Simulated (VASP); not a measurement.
A run of VASP 6.6.1 is set up as follows.

Contents of INCAR:

```
SYSTEM = MoSe
  PREC = Accurate
  ENCUT = 520
  EDIFF = 1E-6
  ISMEAR = 0
  SIGMA = 0.1
  LREAL = .False.
  LASPH = .True.
  NELM = 60
  ALGO = Normal
  ISIF = 2
  LWAVE = .False.
  LCHARG = .False.
  GGA = PE
  NBANDS = 28
```

Contents of KPOINTS:

```
regular mesh
0
Gamma
  12 12 6
  0 0 0
```

POSCAR

```
MoSe
1.0
    3.2843875037      0.0000000000      0.0000000000
   -1.6421937519      2.8443630141      0.0000000000
    0.0000000000      0.0000000000      7.1509743574
Mo Se
2 2
Direct
    0.0000000000      0.0000000000      0.0000000000
    0.0000000000      0.0000000000      0.5000000000
    0.3333333333      0.6666666667      0.2500000000
    0.6666666667      0.3333333333      0.7500000000
```

Potentials or basis: VASP PAW PBE potentials, release 64 (Mo_sv, Se).

Launch:

```console
$ cat potpaw_PBE.64/Mo_sv/POTCAR potpaw_PBE.64/Se/POTCAR > POTCAR
$ mpirun -np 1 vasp_std > vasp.out
```

Q: Estimate the band gap on the k mesh.

A: Zero (band 20 reaches 11.16 eV, above the bottom of band 21 at 9.50 eV).

Q: Estimate the pressure.

A: 0.3 GPa.
